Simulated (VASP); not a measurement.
Set up this calculation in VASP 6.6.1, as the native input.

* Task: single point
* Functional: PBE
* Dispersion: D3(BJ)
* Potentials or basis: VASP PAW PBE potentials, release 64 (Ti_sv, O_h)
* Cutoff: 1340 eV
* k mesh: 9 × 9 × 9
* Occupations: gaussian, width 0.05 eV
* Spin: no spin polarisation
* Hubbard terms: Ti d U = 4.0 eV
* Dipole correction: no
* Further INCAR settings: ALGO = Normal; EDIFF = 1e-06; NBANDS = 19

The structure of TiO2 lies in POSCAR:

```
TiO2
1.0
    1.5040433916      0.8683598570      5.9525666667
   -1.5040433916      0.8683598570      5.9525666667
    0.0000000000     -1.7367197141      5.9525666667
Ti O
1 2
Direct
    0.0000000000      0.0000000000      0.0000000000
    0.6017580785      0.6017580785      0.6017580785
    0.3982419215      0.3982419215      0.3982419215
```

The input as run:

INCAR

```
SYSTEM = TiO2
PREC     = Accurate       ! precision mode
ENCUT    = 1340           ! plane-wave cutoff, eV
EDIFF    = 1E-6           ! SCF threshold, eV
ISMEAR   = 0              ! smearing method
SIGMA    = 0.05           ! smearing width, eV
LREAL    = .FALSE.        ! projectors in reciprocal space
LASPH    = .TRUE.         ! aspherical terms in the spheres
NELM     = 200            ! most SCF steps
ALGO     = Normal         ! electronic algorithm
ISIF     = 2              ! what is computed and relaxed
LWAVE    = .FALSE.        ! write WAVECAR
LCHARG   = .FALSE.        ! write CHGCAR
LMAXMIX  = 4              ! l up to which the mixer works
LDAU     = .TRUE.         ! DFT+U
LDAUTYPE = 2            
LDAUL    = 2 -1           ! shell
LDAUU    = 4 0            ! U, eV
LDAUJ    = 0 0          
LDAUPRINT= 1            
GGA      = PE             ! functional
IVDW     = 12             ! dispersion correction
NBANDS   = 19             ! bands
GGA_COMPAT= .FALSE.
```

KPOINTS

```
Automatic mesh
0
G
  9 9 9
  0 0 0
```

Potentials or basis: VASP PAW PBE potentials, release 64 (Ti_sv, O_h).

Launch:

```sh
$ cat potpaw_PBE.64/Ti_sv/POTCAR potpaw_PBE.64/O_h/POTCAR > POTCAR
$ mpirun -np 1 vasp_std > vasp.out
```

Results of the run:

```yaml
Pressure: -14.7 GPa
Largest_force: 3.055 eV/Å
Band_gap_on_the_k_mesh: 2.60 eV (least direct gap 2.96 eV)
Dispersion_energy_per_atom: -0.159 eV
```

Caveat: the stress differs along the axes, from -26 to -9 GPa; forces of over 1 eV/Å act on the atoms, so gaps and moduli don't describe the material at rest.

Run time: 21 min on 1 thread of Intel(R) Xeon(R) 6975P-C (Granite Rapids), on a shared host, peak memory 1.1 GiB.
